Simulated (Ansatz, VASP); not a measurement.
## Ba3Mo in VASP and in Ansatz

Contents of INCAR:

```
PREC     = Accurate       # precision mode
ENCUT    = 520            # plane-wave cutoff, eV
EDIFF    = 1E-6           # SCF threshold, eV
ISMEAR   = 0              # smearing method
SIGMA    = 0.1            # smearing width, eV
LREAL    = False          # projectors in reciprocal space
LASPH    = True           # aspherical terms in the spheres
NELM     = 100            # most SCF steps
ALGO     = Normal         # electronic algorithm
ISIF     = 2              # what is computed and relaxed
LWAVE    = False          # write WAVECAR
LCHARG   = True           # write CHGCAR
GGA      = PE             # functional
LELF     = True           # ELF
LVHAR    = True         
NBANDS   = 30             # bands
```

KPOINTS

```
Automatic mesh
0
Gamma
  4 4 4
```

File POSCAR:

```
Ba3Mo
1.0
    4.9779813960      0.0000000000      0.0000000000
    0.0000000000      4.9779813960      0.0000000000
    0.0000000000      0.0000000000      4.9268146951
Ba Mo
3 1
Direct
    0.0000000000      0.5000000000      0.5000000000
    0.5000000000      0.0000000000      0.5000000000
    0.5000000000      0.5000000000      0.0000000000
    0.0000000000      0.0000000000      0.0000000000
```

Input for Ansatz:

```yaml
crystal:
  lattice:
    - [4.977981396, 0.0, 0.0]
    - [0.0, 4.977981396, 0.0]
    - [0.0, 0.0, 4.9268146951]
  atoms:
    - { symbol: Ba, position: [0.0, 0.5, 0.5] }
    - { symbol: Ba, position: [0.5, 0.0, 0.5] }
    - { symbol: Ba, position: [0.5, 0.5, 0.0] }
    - { symbol: Mo, position: [0.0, 0.0, 0.0] }
basis:
  ecutwfc: 420
kpoints:
  mp_grid: { grid: [4, 4, 4] }
hamiltonian:
  xc: pbe
scf:
  occupations: { method: gaussian, width: 0.1 }
  lower_state_search: "off"
output:
  forces: true
  stress: true
  eigenvalues: true
```

Alike in both runs: task single point; functional PBE; k mesh 4 × 4 × 4; occupations gaussian, width 0.1 eV; no spin polarisation.

|  | VASP | Ansatz |
| --- | --- | --- |
| version | VASP 6.6.1 | Ansatz 0.2.0 |
| potentials or method | VASP PAW PBE potentials, release 64 (Ba_sv, Mo_sv), cutoff 520 eV | scalar-relativistic, plane waves, PAW |
| valence electrons in the cell | 44 | 44 |

|  | VASP | Ansatz | Ansatz less VASP |
| --- | --- | --- | --- |
| gap on the k mesh at the Fermi level (eV) | none | none | - |
| pressure (GPa) | 6.7 | 4.9 | -1.76 |

A gap of «none» marks a metal or a gap that the smearing closes. The functional is the same, so the differences come from potentials, cutoffs and numerics.

Spin-orbit coupling is off throughout.
